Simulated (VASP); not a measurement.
# Ti (I4/mmm) in VASP: notebook

Ti is run at these levels: r2SCAN; tasks: single point.

Everything below comes from runs of VASP 6.6.1. Logs are shortened: lines on timing, memory, paths and dates and some standing lists are left out, and cuts for length are marked.

**1. The cell of the first run**

Symmetry: I4/mmm, No. 139, tetragonal system. Conventional cell: a = 3.151 Å, b = 3.151 Å, c = 3.413 Å, α = 90.00°, β = 90.00°, γ = 90.00°. Within 3.7 Å of Ti (site symmetry 4/mmm) lie 14 Ti at 2.81 to 3.41 Å.

**2. Single point, r2SCAN (strain -0.040 along x and y, +0.040 along z)**

Contents of POSCAR:

```
Ti
1.0
   -1.5753600000      1.5753600000      1.7066400000
    1.5753600000     -1.5753600000      1.7066400000
    1.5753600000      1.5753600000     -1.7066400000
Ti
1
Direct
    0.0000000000      0.0000000000      0.0000000000
```

Contents of INCAR.step1:

```
SYSTEM = Ti
  PREC = Accurate
  ENCUT = 520
  ISMEAR = 0
  SIGMA = 0.15
  LREAL = .FALSE.
  LASPH = .TRUE.
  NELM = 80
  NBANDS = 12
  GGA = PE
  ALGO = Normal
  EDIFF = 1E-4
  LWAVE = .TRUE.
  LCHARG = .FALSE.
```

Contents of INCAR.step2:

```
SYSTEM = Ti
  PREC = Accurate
  ENCUT = 520
  EDIFF = 1E-7
  ISMEAR = 0
  SIGMA = 0.15
  LREAL = .FALSE.
  LASPH = .TRUE.
  NELM = 80
  ALGO = Normal
  ISIF = 2
  LWAVE = .FALSE.
  LCHARG = .FALSE.
  METAGGA = R2SCAN
  LMIXTAU = .TRUE.
  NBANDS = 12
  ISTART = 1
```

Contents of KPOINTS:

```
Automatic mesh
0
G
  20 20 20
  0 0 0
```

Potentials or basis: VASP PAW PBE potentials, release 64 (Ti_sv).

Command:

```console
$ cat potpaw_PBE.64/Ti_sv/POTCAR > POTCAR
$ cp INCAR.step1 INCAR
$ mpirun -np 1 vasp_std > vasp.out
$ cp INCAR.step2 INCAR
$ mpirun -np 1 vasp_std > vasp.out
```

OUTCAR:

```text
SYSTEM = Ti
   PREC = Accurate
   ENCUT = 520
   EDIFF = 1E-7
   ISMEAR = 0
   LREAL = .FALSE.
   LASPH = .TRUE.
   NELM = 80
   ISIF = 2
   METAGGA = R2SCAN
   ISTART = 1

 ion  position               nearest neighbor table
   1  0.000  0.000  0.000-

  LATTYP: Found a body centered tetragonal cell.
 ALAT       =     3.1507200000
 C/A-ratio  =     1.0833333333

  Lattice vectors:

 A1 = (  -1.5753600000,   1.5753600000,   1.7066400000)
 A2 = (   1.5753600000,  -1.5753600000,   1.7066400000)
 A3 = (   1.5753600000,   1.5753600000,  -1.7066400000)

Analysis of symmetry for initial positions (statically):
=====================================================================
 Subroutine PRICEL returns:
 Original cell was already a primitive cell.

 Routine SETGRP: Setting up the symmetry group for a
 body centered tetragonal supercell.

 Subroutine GETGRP returns: Found 16 space group operations
 (whereof 16 operations were pure point group operations)
 out of a pool of 16 trial point group operations.

The static configuration has the point symmetry D_4h.

Analysis of symmetry for dynamics (positions and initial velocities):
=====================================================================
 Subroutine PRICEL returns:
 Original cell was already a primitive cell.

 Routine SETGRP: Setting up the symmetry group for a
 body centered tetragonal supercell.

 Subroutine GETGRP returns: Found 16 space group operations
 (whereof 16 operations were pure point group operations)
 out of a pool of 16 trial point group operations.

The dynamic configuration has the point symmetry D_4h.

 Subroutine INISYM returns: Found 16 space group operations
 (whereof 16 operations are pure point group operations),
 and found     1 'primitive' translations

----------------------------------------------------------------------------------------

                                     Primitive cell

  volume of cell :      16.9419

  direct lattice vectors                    reciprocal lattice vectors
    -1.575360000  1.575360000  1.706640000     0.000000000  0.317387772  0.292973328
     1.575360000 -1.575360000  1.706640000     0.317387772  0.000000000  0.292973328
     1.575360000  1.575360000 -1.706640000     0.317387772  0.317387772  0.000000000

  length of vectors
     2.806445857  2.806445857  2.806445857     0.431935607  0.431935607  0.448854091

  position of ions in fractional coordinates (direct lattice)
     0.000000000  0.000000000  0.000000000

  ion indices of the primitive-cell ions
   primitive index   ion index
                 1           1

----------------------------------------------------------------------------------------

 KPOINTS: Automatic mesh

Automatic generation of k-mesh.
 Grid dimensions read from file:
 generate k-points for:   20   20   20

 Generating k-lattice:

  Cartesian coordinates                     Fractional coordinates (reciprocal lattice)
     0.000000000  0.015869389  0.014648666     0.050000000 -0.000000000  0.000000000
     0.015869389  0.000000000  0.014648666    -0.000000000  0.050000000  0.000000000
     0.015869389  0.015869389  0.000000000     0.000000000  0.000000000  0.050000000

  Length of vectors
     0.021596780  0.021596780  0.022442705

  Shift w.r.t. Gamma in fractional coordinates (k-lattice)
     0.000000000  0.000000000  0.000000000

 Subroutine IBZKPT returns following result:
 ===========================================

 Found    641 irreducible k-points:

 Following reciprocal coordinates:
            Coordinates               Weight
  0.000000  0.000000  0.000000      1.000000
  0.050000  0.000000  0.000000      8.000000
  0.100000  0.000000  0.000000      8.000000
  0.150000 -0.000000  0.000000      8.000000
  0.200000  0.000000  0.000000      8.000000
  0.250000 -0.000000  0.000000      8.000000
[... 16 lines left out ...]
 -0.400000  0.050000 -0.000000     16.000000
 -0.350000  0.050000 -0.000000     16.000000
 [... further k-points ...]
   k-points           NKPTS =    641   k-points in BZ     NKDIM =    641   number of bands    NBANDS=     12
   number of dos      NEDOS =    301   number of ions     NIONS =      1
   total plane-waves  NPLWV =  13824
   dimension x,y,z NGX =    24 NGY =   24 NGZ =   24
   dimension x,y,z NGXF=    48 NGYF=   48 NGZF=   48
   ions per type =               1
   NGX,Y,Z   is equivalent  to a cutoff of  14.22, 14.22, 14.22 a.u.
   NGXF,Y,Z  is equivalent  to a cutoff of  28.43, 28.43, 28.43 a.u.
 SYSTEM =  Ti
   PREC   = accura    normal or accurate (medium, high low for compatibility)
   ISTART =      1    job   : 0-new  1-cont  2-samecut
   ICHARG =      0    charge: 1-file 2-atom 10-const
   ISPIN  =      1    spin polarized calculation?
   LNONCOLLINEAR =      F non collinear calculations
   LSORBIT =      F    spin-orbit coupling
   LASPH  =      T    aspherical Exc in radial PAW
   ENCUT  =  520.0 eV  38.22 Ry    6.18 a.u.   5.22  5.22  5.22*2*pi/ulx,y,z
   NELM   =     80;   NELMIN=  2; NELMDL=  0     # of ELM steps
   EDIFF  = 0.1E-06   stopping-criterion for ELM
   LREAL  =      F    real-space projection
   EDIFFG = 0.1E-05   stopping-criterion for IOM
   NSW    =      0    number of steps for IOM
   IBRION =     -1    ionic relax: 0-MD 1-quasi-New 2-CG
   NFREE  =      0    steps in history (QN), initial steepest desc. (CG)
   ISIF   =      2    stress and relaxation
   ISYM   =      2    0-nonsym 1-usesym 2-fastsym
   POTIM  = 0.5000    time-step for ionic-motion
   TEBEG  =    0.0;   TEEND  =   0.0 temperature during run
   PSTRESS=    0.0 pullay stress
   NELECT =      12.0000    total number of electrons
   NUPDOWN=      -1.0000    fix difference up-down
   EMIN   =  10.00;   EMAX   =-10.00  energy-range for DOS
   EFERMI =   0.00;   METHOD = LEGACY
   ISMEAR =     0;   SIGMA  =   0.15  broadening in eV -4-tet -1-fermi 0-gaus
   EFERMI_NEDOS =   21; number of points for ismear=-14 and -15
   IALGO  =     38    algorithm
   IMIX   =      4    mixing-type and parameters
     AMIX     =   0.40;   BMIX     =  1.00
     AMIX_MAG =   1.60;   BMIX_MAG =  1.00
  volume/ion in A,a.u.               =      16.94       114.33
  Fermi-wavevector in a.u.,A,eV,Ry     =   1.459312  2.757699 28.974840  2.129591
  Thomas-Fermi vector in A             =   2.575894
   LORBIT       =      0    0 simple, 1 ext, 2 COOP (PROOUT), +10 PAW based schemes
   METAGGA = R2SCAN    functional components
   LHFCALC =     F    Hartree Fock is set to
   AEXX    =    0.0000 exact exchange contribution
   IVDW    =     0    specifies the selected vdW correction
   LEPSILON=     F    determine dielectric tensor
   LRPA    =     F    only Hartree local field effects (RPA)
 non-spin polarized calculation
 Gauss-broadening in eV      SIGMA  =   0.15
  energy-cutoff  :      520.00
  volume of cell :       16.94
 maximum number of plane-waves:       476
 NGX is ok and might be reduce to    24
   NGX = 11   NGY = 11   NGZ = 11

 number of electron      12.0000000 magnetization

 Free energy of the ion-electron system (eV)
  ---------------------------------------------------
  ext. energy  EPLUGINS =         0.00000000
  ---------------------------------------------------
  free energy    TOTEN  =       -12.83082701 eV

  energy without entropy =      -12.80606890  energy(sigma->0) =      -12.81844795

 E-fermi :   8.4049     XC(G=0): -12.5289

 val. band max:        8.4034606137   @ k =  -0.2500  -0.4500   0.0500
 cond. band min:       8.4057772675   @ k =  -0.4000  -0.4000   0.1500
 fundamental gap:      0.0023166538
 Fermi energy:         8.4049374547

 k-point     1 :       0.0000    0.0000    0.0000
  band No.  band energies     occupation
      1     -50.4833      2.00000
      2     -25.2579      2.00000
      3     -25.2578      2.00000
      4     -25.2531      2.00000
      5       1.9942      2.00000
      6       9.3745      0.00000
      7       9.3745      0.00000
      8       9.9894      0.00000
      9      10.9743      0.00000
     10      11.6778      0.00000
     11      25.7280      0.00000
     12      27.2083      0.00000

 k-point     2 :       0.0500    0.0000    0.0000
  band No.  band energies     occupation
      1     -50.4797      2.00000
      2     -25.2753      2.00000
      3     -25.2631      2.00000
      4     -25.2551      2.00000
      5       2.0832      2.00000
      6       9.3643      0.00000
      7       9.3906      0.00000
      8       9.9970      0.00000
      9      10.9424      0.00000
     10      11.6568      0.00000
     11      25.7271      0.00000
     12      27.0637      0.00000

 k-point     3 :       0.1000    0.0000    0.0000
  band No.  band energies     occupation
      1     -50.4693      2.00000
      2     -25.3310      2.00000
      3     -25.2783      2.00000
      4     -25.2554      2.00000
      5       2.3454      2.00000
      6       9.3192      0.00000
      7       9.3914      0.00000
      8      10.0700      0.00000
      9      10.8646      0.00000
     10      11.6084      0.00000
     11      25.6204      0.00000
     12      26.6596      0.00000
[... 286 lines left out ...]
 k-point    23 :      -0.4000    0.0500   -0.0000
  band No.  band energies     occupation
      1     -50.3549      2.00000
      2     -25.9064      2.00000
      3     -25.4421      2.00000
      4     -25.2658      2.00000
      5       5.4348      2.00000
      6       8.4651      0.57044
      7       8.6398      0.02680
      8      10.9407      0.00000
      9      11.7916      0.00000
     10      12.3969      0.00000
     11      19.2646      0.00000
     12      23.3834      0.00000

 k-point    24 :      -0.3500    0.0500   -0.0000
  band No.  band energies     occupation
      1     -50.3735      2.00000
      2     -25.8164      2.00000
      3     -25.4144      2.00000
      4     -25.2661      2.00000
      5       4.9721      2.00000
      6       8.5451      0.18647
      7       8.6248      0.03814
      8      10.8867      0.00000
      9      11.7049      0.00000
     10      11.9169      0.00000
     11      20.5372      0.00000
     12      23.9531      0.00000

 [... further k-points ...]
[... 5 lines left out ...]
  --------------------------------------------------------------------------------------
  -------------------------------------------------------------------------------------
  Total        0.1728036      0.1728036      0.4370240      0.0000000      0.0000000      0.0000000
  in kB       16.3418770     16.3418770     41.3289450      0.0000000      0.0000000      0.0000000
  external PRESSURE =      24.6708996 kB  Pullay stress =       0.0000000 kB

 VOLUME and BASIS-vectors are now :
 -----------------------------------------------------------------------------
  energy-cutoff  :      520.00
  volume of cell :       16.94
      direct lattice vectors                 reciprocal lattice vectors
    -1.575360000  1.575360000  1.706640000     0.000000000  0.317387772  0.292973328
     1.575360000 -1.575360000  1.706640000     0.317387772  0.000000000  0.292973328
     1.575360000  1.575360000 -1.706640000     0.317387772  0.317387772  0.000000000

 POSITION                                       TOTAL-FORCE (eV/Angst)
 -----------------------------------------------------------------------------------
      0.00000      0.00000      0.00000        -0.000000      0.000000      0.000000
 -----------------------------------------------------------------------------------
    total drift:                                0.000000      0.000000      0.000000

  FREE ENERGIE OF THE ION-ELECTRON SYSTEM (eV)
  ---------------------------------------------------
  free  energy   TOTEN  =       -12.8308270131 eV

  energy  without entropy=      -12.8060688959  energy(sigma->0) =      -12.81844795
```

Run time: 8.7 min. Hardware: 1 thread of Intel Xeon Platinum 8259CL at 2.50GHz (Skylake/Cascade Lake), shared host; peak memory 0.25 GiB.

Results:

```
Free energy            : -12.8308 eV
Pressure               : 2.5 GPa
Band gap on the k mesh : zero (bands 6 and 7 overlap by 1.76 eV)
```

Stress tensor (GPa, compression positive):
```
1.63 0.00 0.00
0.00 1.63 0.00
0.00 0.00 4.13
```

Levels at points of the mesh, in eV from the Fermi level:
| k point | band 2 | band 3 | band 4 | band 5 | band 6 | band 7 | band 8 | band 9 | band 10 | band 11 |
| --- | --- | --- | --- | --- | --- | --- | --- | --- | --- | --- |
| (0.00, 0.00, 0.00) | -33.66 | -33.66 | -33.66 | -6.41 | 0.97 | 0.97 | 1.58 | 2.57 | 3.27 | 17.32 |
| (0.50, 0.00, 0.00) | -34.42 | -33.87 | -33.66 | -2.67 | -0.10 | 0.85 | 2.57 | 3.43 | 4.54 | 9.24 |
| (0.50, 0.50, 0.00) | -34.40 | -33.92 | -33.71 | -2.66 | -0.86 | 1.43 | 3.43 | 3.54 | 4.63 | 9.86 |
| (0.50, 0.50, 0.50) | -34.24 | -34.12 | -34.12 | -2.48 | -2.27 | 4.16 | 4.26 | 4.26 | 7.38 | 9.78 |

Caveat: the cell differs from its parent crystal (strain -0.040 along x and y, +0.040 along z); the PAW data sets were made with another functional, which shifts forces and pressure a little.

[end of part 1 of 3]
